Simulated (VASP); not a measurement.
# P (R-3m) in VASP: further runs

Runs on P. Level: r2SCAN. Tasks: single point.

Program: VASP 6.6.1. These are calculated values, not measurements. Logs are shortened: lines on timing, memory, paths and dates and some standing lists are left out, and cuts for length are marked.

**1. The cell of the first run**

It takes space group R-3m (No. 166, trigonal). The conventional cell has a = 3.400 Å, b = 3.400 Å, c = 9.530 Å, α = 90.00°, β = 90.00°, γ = 120.00°. Within 3.0 Å of P (site symmetry 3m) lie 6 P at 2.28 to 2.82 Å.

**2. Single point, r2SCAN (strain -0.015 along x and y, +0.015 along z)**

POSCAR reads:

```
P
1.0
    1.6998393003      0.9814026776      3.1766252123
   -1.6998393003      0.9814026776      3.1766252123
    0.0000000000     -1.9628053552      3.1766252123
P
2
Direct
    0.2270802500      0.2270802500      0.2270802500
    0.7729197500      0.7729197500      0.7729197500
```

INCAR.step1 reads:

```
  PREC = Accurate
  ENCUT = 520
  ISMEAR = 0
  SIGMA = 0.15
  LREAL = F
  LASPH = T
  NELM = 80
  NBANDS = 12
  GGA = PE
  ALGO = Normal
  EDIFF = 1E-4
  LWAVE = T
  LCHARG = F
```

INCAR.step2 reads:

```
  PREC = Accurate
  ENCUT = 520
  EDIFF = 1E-6
  ISMEAR = 0
  SIGMA = 0.15
  LREAL = F
  LASPH = T
  NELM = 80
  ALGO = Normal
  ISIF = 2
  LWAVE = F
  LCHARG = T
  METAGGA = R2SCAN
  LMIXTAU = T
  LELF = T
  LVHAR = T
  NBANDS = 12
  ISTART = 1
```

KPOINTS reads:

```
Automatic mesh
0
Gamma
  18 18 18
```

Potentials or basis: VASP PAW PBE potentials, release 64 (P).

Launch:

```
$ cat potpaw_PBE.64/P/POTCAR > POTCAR
$ cp INCAR.step1 INCAR
$ mpirun -np 1 vasp_std > vasp.out
$ cp INCAR.step2 INCAR
$ mpirun -np 1 vasp_std > vasp.out
```

OUTCAR:

```text
PREC = Accurate
   ENCUT = 520
   EDIFF = 1E-6
   ISMEAR = 0
   LREAL = F
   LASPH = T
   NELM = 80
   ISIF = 2
   METAGGA = R2SCAN
   ISTART = 1

 ion  position               nearest neighbor table
   1  0.227  0.227  0.227-   2 2.28   2 2.28   2 2.28   2 2.82   2 2.82   2 2.82
   2  0.773  0.773  0.773-   1 2.28   1 2.28   1 2.28   1 2.82   1 2.82   1 2.82

  LATTYP: Found a trigonal (rhomboedric) cell.
 ALAT       =     3.7341066672
 COS(alpha) =     0.5855498625

  Lattice vectors:

 A1 = (   1.6998393003,   0.9814026776,   3.1766252123)
 A2 = (  -1.6998393003,   0.9814026776,   3.1766252123)
 A3 = (   0.0000000000,  -1.9628053552,   3.1766252123)

Analysis of symmetry for initial positions (statically):
=====================================================================
 Subroutine PRICEL returns:
 Original cell was already a primitive cell.

 Routine SETGRP: Setting up the symmetry group for a
 trigonal (rhombohedral) supercell.

 Subroutine GETGRP returns: Found 12 space group operations
 (whereof 12 operations were pure point group operations)
 out of a pool of 12 trial point group operations.

The static configuration has the point symmetry D_3d.

Analysis of symmetry for dynamics (positions and initial velocities):
=====================================================================
 Subroutine PRICEL returns:
 Original cell was already a primitive cell.

 Routine SETGRP: Setting up the symmetry group for a
 trigonal (rhombohedral) supercell.

 Subroutine GETGRP returns: Found 12 space group operations
 (whereof 12 operations were pure point group operations)
 out of a pool of 12 trial point group operations.

The dynamic configuration has the point symmetry D_3d.

 Subroutine INISYM returns: Found 12 space group operations
 (whereof 12 operations are pure point group operations),
 and found     1 'primitive' translations

----------------------------------------------------------------------------------------

                                     Primitive cell

  volume of cell :      31.7960

  direct lattice vectors                    reciprocal lattice vectors
     1.699839300  0.981402678  3.176625212     0.294145452  0.169824956  0.104933164
    -1.699839300  0.981402678  3.176625212    -0.294145452  0.169824956  0.104933164
     0.000000000 -1.962805355  3.176625212     0.000000000 -0.339649912  0.104933164

  length of vectors
     3.734106667  3.734106667  3.734106667     0.355489848  0.355489848  0.355489848

  position of ions in fractional coordinates (direct lattice)
     0.227080250  0.227080250  0.227080250
     0.772919750  0.772919750  0.772919750

  ion indices of the primitive-cell ions
   primitive index   ion index
                 1           1
                 2           2

----------------------------------------------------------------------------------------

 KPOINTS: Automatic mesh

Automatic generation of k-mesh.
 Grid dimensions read from file:
 generate k-points for:   18   18   18

 Generating k-lattice:

  Cartesian coordinates                     Fractional coordinates (reciprocal lattice)
     0.016341414  0.009434720  0.005829620     0.055555556  0.000000000 -0.000000000
    -0.016341414  0.009434720  0.005829620     0.000000000  0.055555556 -0.000000000
     0.000000000 -0.018869440  0.005829620    -0.000000000 -0.000000000  0.055555556

  Length of vectors
     0.019749436  0.019749436  0.019749436

  Shift w.r.t. Gamma in fractional coordinates (k-lattice)
     0.000000000  0.000000000  0.000000000

 Subroutine IBZKPT returns following result:
 ===========================================

 Found    580 irreducible k-points:

 Following reciprocal coordinates:
            Coordinates               Weight
  0.000000  0.000000  0.000000      1.000000
  0.055556  0.000000  0.000000      6.000000
  0.111111  0.000000  0.000000      6.000000
  0.166667  0.000000  0.000000      6.000000
  0.222222 -0.000000  0.000000      6.000000
  0.277778 -0.000000  0.000000      6.000000
[... 16 lines left out ...]
 -0.277778  0.055556  0.000000     12.000000
 -0.222222  0.055556 -0.000000     12.000000
 [... further k-points ...]
   k-points           NKPTS =    580   k-points in BZ     NKDIM =    580   number of bands    NBANDS=     12
   number of dos      NEDOS =    301   number of ions     NIONS =      2
   total plane-waves  NPLWV =  21952
   dimension x,y,z NGX =    28 NGY =   28 NGZ =   28
   dimension x,y,z NGXF=    56 NGYF=   56 NGZF=   56
   ions per type =               2
   NGX,Y,Z   is equivalent  to a cutoff of  12.47, 12.47, 12.47 a.u.
   NGXF,Y,Z  is equivalent  to a cutoff of  24.93, 24.93, 24.93 a.u.
 SYSTEM =  unknown system
   PREC   = accura    normal or accurate (medium, high low for compatibility)
   ISTART =      1    job   : 0-new  1-cont  2-samecut
   ICHARG =      0    charge: 1-file 2-atom 10-const
   ISPIN  =      1    spin polarized calculation?
[... 70 lines left out ...]
      9      15.5195      0.00000
     10      15.5195      0.00000
     11      16.8146      0.00000
     12      16.8146      0.00000

 k-point     2 :       0.0556    0.0000    0.0000
  band No.  band energies     occupation
      1      -8.3207      2.00000
      2       4.8050      2.00000
      3       5.5792      2.00000
      4       6.1089      2.00000
      5       6.3777      2.00000
      6      11.0762      0.00000
      7      12.0248      0.00000
      8      12.0531      0.00000
      9      15.1040      0.00000
     10      15.1738      0.00000
     11      16.0334      0.00000
     12      17.4027      0.00000

 k-point     3 :       0.1111    0.0000    0.0000
  band No.  band energies     occupation
      1      -8.1591      2.00000
      2       3.8518      2.00000
      3       5.4541      2.00000
      4       5.9735      2.00000
      5       6.7715      2.00000
      6      11.3256      0.00000
      7      11.9881      0.00000
      8      12.1413      0.00000
      9      14.2934      0.00000
     10      14.8786      0.00000
     11      15.6247      0.00000
     12      18.5022      0.00000

 k-point     4 :       0.1667    0.0000    0.0000
  band No.  band energies     occupation
      1      -7.8908      2.00000
      2       2.7290      2.00000
      3       5.3120      2.00000
      4       5.7865      2.00000
      5       7.1681      2.00000
      6      11.1751      0.00000
      7      11.7099      0.00000
      8      12.0822      0.00000
      9      14.2048      0.00000
     10      15.0672      0.00000
     11      15.3742      0.00000
     12      19.7792      0.00000

 k-point     5 :       0.2222   -0.0000    0.0000
  band No.  band energies     occupation
      1      -7.5173      2.00000
      2       1.5389      2.00000
      3       5.2158      2.00000
      4       5.5835      2.00000
      5       7.5328      2.00000
      6      10.8631      0.00000
      7      11.2763      0.00000
      8      11.3950      0.00000
      9      15.0824      0.00000
     10      15.3164      0.00000
     11      15.7036      0.00000
     12      21.1653      0.00000
[... 228 lines left out ...]
      1      -5.5010      2.00000
      2      -2.2637      2.00000
      3       4.6451      2.00000
      4       5.5348      2.00000
      5       7.8441      2.00000
      6       9.2403      1.39054
      7       9.6615      0.00054
      8      10.8714      0.00000
      9      16.4935      0.00000
     10      18.7450      0.00000
     11      20.8301      0.00000
     12      22.1487      0.00000

 k-point    22 :      -0.3333    0.0556   -0.0000
  band No.  band energies     occupation
      1      -6.1819      2.00000
      2      -1.2219      2.00000
      3       4.7207      2.00000
      4       5.6089      2.00000
      5       7.7500      2.00000
      6       9.5358      0.02290
      7       9.8679      0.00000
      8      11.1019      0.00000
      9      15.8412      0.00000
     10      17.4253      0.00000
     11      19.5231      0.00000
     12      23.1642      0.00000

 k-point    23 :      -0.2778    0.0556    0.0000
  band No.  band energies     occupation
      1      -6.7884      2.00000
      2      -0.0965      2.00000
      3       4.8457      2.00000
      4       5.6582      2.00000
      5       7.5841      2.00000
      6      10.0197      0.00000
      7      10.2135      0.00000
      8      11.3594      0.00000
      9      15.3949      0.00000
     10      16.2376      0.00000
     11      18.1786      0.00000
     12      22.3533      0.00000

 k-point    24 :      -0.2222    0.0556   -0.0000
  band No.  band energies     occupation
      1      -7.3016      2.00000
      2       1.0760      2.00000
      3       5.0130      2.00000
      4       5.7109      2.00000
      5       7.3342      2.00000
      6      10.5518      0.00000
      7      10.7589      0.00000
      8      11.6308      0.00000
      9      14.8743      0.00000
     10      15.5252      0.00000
     11      16.9548      0.00000
     12      20.9522      0.00000

 [... further k-points ...]

------------------------ aborting loop because EDIFF is reached ----------------------------------------

  FORCE on cell =-STRESS in cart. coord.  units (eV):
  Direction    XX          YY          ZZ          XY          YZ          ZX
  --------------------------------------------------------------------------------------
  -------------------------------------------------------------------------------------
  Total        0.7100278      0.7100278     -0.0151934      0.0000000      0.0000000      0.0000000
  in kB       35.7777982     35.7777982     -0.7655831      0.0000000      0.0000000      0.0000000
  external PRESSURE =      23.5966711 kB  Pullay stress =       0.0000000 kB

 VOLUME and BASIS-vectors are now :
 -----------------------------------------------------------------------------
  energy-cutoff  :      520.00
  volume of cell :       31.80
      direct lattice vectors                 reciprocal lattice vectors
     1.699839300  0.981402678  3.176625212     0.294145452  0.169824956  0.104933164
    -1.699839300  0.981402678  3.176625212    -0.294145452  0.169824956  0.104933164
     0.000000000 -1.962805355  3.176625212     0.000000000 -0.339649912  0.104933164

 POSITION                                       TOTAL-FORCE (eV/Angst)
 -----------------------------------------------------------------------------------
      0.00000      0.00000      2.16405         0.000000      0.000000     -0.005168
      0.00000      0.00000      7.36583         0.000000     -0.000000      0.005168
 -----------------------------------------------------------------------------------
    total drift:                                0.000000     -0.000000     -0.000000

  FREE ENERGIE OF THE ION-ELECTRON SYSTEM (eV)
  ---------------------------------------------------
  free  energy   TOTEN  =       -17.7632795530 eV

  energy  without entropy=      -17.7599202504  energy(sigma->0) =      -17.76159990
```

Run time: 5.7 min. Hardware: 1 thread of Intel Xeon 6975P-C (Granite Rapids), shared host; peak memory 0.29 GiB.

What came out:

- Free energy: -17.7633 eV
- Pressure: 2.4 GPa
- Largest force: 0.005 eV/Å
- Band gap on the k mesh: zero (bands 5 and 6 overlap by 0.97 eV)

Forces on the atoms (eV/Å):
```
P    0.000  0.000 -0.005
P    0.000  0.000  0.005
```

Caveat: the cell differs from its parent crystal (strain -0.015 along x and y, +0.015 along z); the PAW data sets were made with another functional, which shifts forces and pressure a little.

**3. Single point, r2SCAN (strain +0.000 along x and y, +0.015 along z)**

POSCAR reads:

```
P
1.0
    1.7257251780      0.9963478961      3.1766252123
   -1.7257251780      0.9963478961      3.1766252123
    0.0000000000     -1.9926957921      3.1766252123
P
2
Direct
    0.2270802500      0.2270802500      0.2270802500
    0.7729197500      0.7729197500      0.7729197500
```

INCAR.step1 reads:

```
PREC = Accurate ; ENCUT = 520
ISMEAR = 0 ; SIGMA = 0.15
LREAL = F ; LASPH = T
NELM = 60 ; NBANDS = 12
GGA = PE ; ALGO = Normal
EDIFF = 1E-4 ; LWAVE = T
LCHARG = F
```

INCAR.step2 reads:

```
PREC = Accurate ; ENCUT = 520
EDIFF = 1E-6 ; ISMEAR = 0
SIGMA = 0.15 ; LREAL = F
LASPH = T ; NELM = 60
ALGO = Normal ; ISIF = 2
LWAVE = F ; LCHARG = F
METAGGA = R2SCAN ; LMIXTAU = T
NBANDS = 12 ; ISTART = 1
```

KPOINTS is that of step 2.

Potentials or basis: VASP PAW PBE potentials, release 64 (P).

Launch:

```
$ cat potpaw_PBE.64/P/POTCAR > POTCAR
$ cp INCAR.step1 INCAR
$ mpirun -np 1 vasp_std > vasp.out
$ cp INCAR.step2 INCAR
$ mpirun -np 1 vasp_std > vasp.out
```

Wall time 6.8 min (1 thread of AMD EPYC 9R45 (Zen 5), shared host); peak memory 0.26 GiB.

The run converged. Its results:

```yaml
Free_energy: -17.7726 eV
Pressure: -1.0 GPa
Largest_force: 0.164 eV/Å
Band_gap_on_the_k_mesh: zero (bands 5 and 6 overlap by 0.80 eV)
```

Forces on the atoms (eV/Å):
```
P    0.000  0.000 -0.164
P    0.000  0.000  0.164
```

Stress tensor (GPa, compression positive):
```
-0.53  0.00  0.00
 0.00 -0.53  0.00
 0.00  0.00 -1.80
```

Levels at points of the mesh, in eV from the Fermi level:
```tsv
k point	band 2	band 3	band 4	band 5	band 6	band 7	band 8	band 9
(0.00, 0.00, 0.00)	-3.96	-3.62	-3.19	-3.19	1.43	2.68	2.68	6.13
(0.50, 0.00, 0.00)	-12.53	-4.22	-3.80	-0.87	-0.16	0.11	0.54	8.79
(0.50, 0.50, 0.00)	-10.65	-7.16	-5.79	-5.76	0.24	6.21	7.76	8.54
(0.50, 0.50, 0.50)	-11.47	-3.07	-3.07	-0.13	-0.13	0.34	2.45	9.24
```

Caveat: the cell differs from its parent crystal (strain +0.000 along x and y, +0.015 along z); the PAW data sets were made with another functional, which shifts forces and pressure a little.

**4. Single point, r2SCAN (strain +0.015 along x and y, -0.015 along z)**

POSCAR reads:

```
P
1.0
    1.7516110557      1.0112931145      3.0827348119
   -1.7516110557      1.0112931145      3.0827348119
    0.0000000000     -2.0225862290      3.0827348119
P
2
Direct
    0.2270802500      0.2270802500      0.2270802500
    0.7729197500      0.7729197500      0.7729197500
```

INCAR.step1 reads:

```
SYSTEM = P
  PREC = Accurate
  ENCUT = 520
  ISMEAR = 0
  SIGMA = 0.15
  LREAL = .FALSE.
  LASPH = .TRUE.
  NELM = 60
  NBANDS = 12
  GGA = PE
  ALGO = Normal
  EDIFF = 1E-4
  LWAVE = .TRUE.
  LCHARG = .FALSE.
```

INCAR.step2 reads:

```
SYSTEM = P
  PREC = Accurate
  ENCUT = 520
  EDIFF = 1E-6
  ISMEAR = 0
  SIGMA = 0.15
  LREAL = .FALSE.
  LASPH = .TRUE.
  NELM = 60
  ALGO = Normal
  ISIF = 2
  LWAVE = .FALSE.
  LCHARG = .FALSE.
  METAGGA = R2SCAN
  LMIXTAU = .TRUE.
  NBANDS = 12
  ISTART = 1
```

KPOINTS reads:

```
regular mesh
0
G
  18 18 18
  0 0 0
```

Launch:

```
$ cat potpaw_PBE.64/P/POTCAR > POTCAR
$ cp INCAR.step1 INCAR
$ mpirun -np 1 vasp_std > vasp.out
$ cp INCAR.step2 INCAR
$ mpirun -np 1 vasp_std > vasp.out
```

Wall time 7.7 min (1 thread of AMD EPYC 9R45 (Zen 5), shared host); peak memory 0.26 GiB.

Results (log left out):

| Quantity | Value |
| --- | --- |
| Free energy | -17.7688 eV |
| Pressure | -2.1 GPa |
| Largest force | 0.014 eV/Å |
| Band gap on the k mesh | zero (bands 5 and 6 overlap by 0.81 eV) |

Forces in eV/Å, atoms in the order of the input:
```
P    0.000  0.000  0.014
P    0.000  0.000 -0.014
```

Stress tensor (GPa, compression positive):
```
-3.03  0.00  0.00
 0.00 -3.03  0.00
 0.00  0.00 -0.11
```

Levels at points of the mesh, in eV from the Fermi level:
| k point | band 2 | band 3 | band 4 | band 5 | band 6 | band 7 | band 8 | band 9 |
| --- | --- | --- | --- | --- | --- | --- | --- | --- |
| (0.00, 0.00, 0.00) | -3.58 | -3.30 | -3.30 | -3.08 | 1.42 | 2.77 | 2.77 | 6.03 |
| (0.50, 0.00, 0.00) | -12.50 | -4.13 | -3.39 | -0.71 | -0.07 | 0.48 | 0.53 | 9.70 |
| (0.50, 0.50, 0.00) | -10.47 | -7.12 | -5.87 | -5.55 | 0.29 | 6.49 | 7.87 | 8.90 |
| (0.50, 0.50, 0.50) | -11.28 | -3.19 | -3.19 | -0.34 | -0.34 | -0.07 | 2.26 | 9.53 |

Caveat: the cell differs from its parent crystal (strain +0.015 along x and y, -0.015 along z); the PAW data sets were made with another functional, which shifts forces and pressure a little.

**5. Single point, r2SCAN (strain +0.000 along x and y, +0.030 along z)**

POSCAR reads:

```
P
1.0
    1.7257251780      0.9963478961      3.2235704125
   -1.7257251780      0.9963478961      3.2235704125
    0.0000000000     -1.9926957921      3.2235704125
P
2
Direct
    0.2270802500      0.2270802500      0.2270802500
    0.7729197500      0.7729197500      0.7729197500
```

INCAR.step1 reads:

```
PREC     = Accurate       # precision mode
ENCUT    = 520            # plane-wave cutoff, eV
ISMEAR   = 0              # smearing method
SIGMA    = 0.15           # smearing width, eV
LREAL    = False          # projectors in reciprocal space
LASPH    = True           # aspherical terms in the spheres
NELM     = 60             # most SCF steps
NBANDS   = 12             # bands
GGA      = PE             # functional
ALGO     = Normal         # electronic algorithm
EDIFF    = 1E-4           # SCF threshold, eV
LWAVE    = True           # write WAVECAR
LCHARG   = False          # write CHGCAR
```

INCAR.step2 reads:

```
PREC     = Accurate       # precision mode
ENCUT    = 520            # plane-wave cutoff, eV
EDIFF    = 1E-7           # SCF threshold, eV
ISMEAR   = 0              # smearing method
SIGMA    = 0.15           # smearing width, eV
LREAL    = False          # projectors in reciprocal space
LASPH    = True           # aspherical terms in the spheres
NELM     = 60             # most SCF steps
ALGO     = Normal         # electronic algorithm
ISIF     = 2              # what is computed and relaxed
LWAVE    = False          # write WAVECAR
LCHARG   = False          # write CHGCAR
METAGGA  = R2SCAN         # meta-GGA
LMIXTAU  = True         
NBANDS   = 12             # bands
ISTART   = 1
```

KPOINTS reads:

```
regular mesh
0
Gamma
  18 18 18
```

Launch:

```
$ cat potpaw_PBE.64/P/POTCAR > POTCAR
$ cp INCAR.step1 INCAR
$ mpirun -np 1 vasp_std > vasp.out
$ cp INCAR.step2 INCAR
$ mpirun -np 1 vasp_std > vasp.out
```

Run time: 7.4 min. Hardware: 1 thread of AMD EPYC 9R45 (Zen 5), shared host; peak memory 0.26 GiB.

The run converged. Its results:

```yaml
Free_energy: -17.7653 eV
Pressure: -1.9 GPa
Largest_force: 0.326 eV/Å
Band_gap_on_the_k_mesh: zero (bands 5 and 6 overlap by 0.85 eV)
```

Forces in eV/Å, atoms in the order of the input:
```
P    0.000  0.000 -0.326
P    0.000  0.000  0.326
```

Stress tensor (GPa, compression positive):
```
-1.30  0.00  0.00
 0.00 -1.30  0.00
 0.00  0.00 -3.11
```

Levels at points of the mesh, in eV from the Fermi level:
```tsv
k point	band 1	band 2	band 3	band 4	band 5	band 6	band 7	band 8	band 9	band 10
(0.00, 0.00, 0.00)	-17.21	-4.15	-3.69	-3.06	-3.06	1.49	2.69	2.69	6.22	6.22
(0.50, 0.00, 0.00)	-13.67	-12.39	-4.14	-3.83	-0.85	-0.16	0.02	0.63	8.54	10.13
(0.50, 0.50, 0.00)	-13.48	-10.57	-7.07	-5.72	-5.59	0.36	6.06	7.66	8.29	9.30
(0.50, 0.50, 0.50)	-15.41	-11.37	-2.94	-2.94	0.01	0.01	0.46	2.47	9.16	9.62
```

Caveat: the cell differs from its parent crystal (strain +0.000 along x and y, +0.030 along z); the PAW data sets were made with another functional, which shifts forces and pressure a little.

**6. Overview**

```csv
cell,gap on the mesh (eV),pressure (GPa),largest force (eV/Å)
"a = 3.734 Å, angles 54.2°, 2 atoms",none,2.4,0.01
"a = 3.750 Å, angles 54.8°, 2 atoms",none,-1.0,0.16
"a = 3.687 Å, angles 56.7°, 2 atoms",none,-2.1,0.01
"a = 3.790 Å, angles 54.2°, 2 atoms",none,-1.9,0.33
```

Alike in all rows: task single point; level r2SCAN; potentials or basis VASP PAW PBE potentials, release 64 (P); no spin polarisation; k mesh 18 × 18 × 18; cutoff (eV) 520; smearing gaussian 0.15 eV.

Caveats: the PAW data sets were made with another functional, which shifts forces and pressure a little.

Absolute energies hang on the potentials; compare differences alone.
